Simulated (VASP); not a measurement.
A run of VASP 6.6.1 is set up as follows.

INCAR

```
PREC = Accurate ; ENCUT = 600
EDIFF = 1E-6 ; ISMEAR = 0
SIGMA = 0.01 ; LREAL = False
LASPH = True ; NELM = 120
ALGO = Normal ; ISIF = 2
LWAVE = False ; LCHARG = False
GGA = PS ; NBANDS = 11
GGA_COMPAT = False
```

The input KPOINTS:

```
regular mesh
0
Gamma
  6 6 6
```

The input POSCAR:

```
SiC
1.0
    0.0145186043      2.1711916630      2.1566730586
    2.1711916630      0.0145186043      2.1566730586
    2.1857102673      2.1857102673      0.0000000000
Si C
1 1
Direct
    0.0007393888      0.0007393888     -0.0007393888
    0.2492606112      0.2492606112      0.2507393888
```

Potentials or basis: VASP PAW PBE potentials, release 64 (Si, C).

Launch:

```sh
$ cat potpaw_PBE.64/Si/POTCAR potpaw_PBE.64/C/POTCAR > POTCAR
$ mpirun -np 1 vasp_std > vasp.out
```

Problem. Estimate the band gap on the k mesh.

Solution. 1.10 eV, indirect (least direct gap 4.33 eV).

Problem. Estimate the pressure.

Solution. 4.1 GPa.

Stress tensor (GPa, compression positive):
```
 3.57 -3.33  0.00
-3.33  3.57  0.00
 0.00  0.00  5.19
```

Caveat: the k points lie up to 0.42 Å⁻¹ apart; the PAW data sets were made with another functional, which shifts forces and pressure a little. A k mesh can miss the band edges.
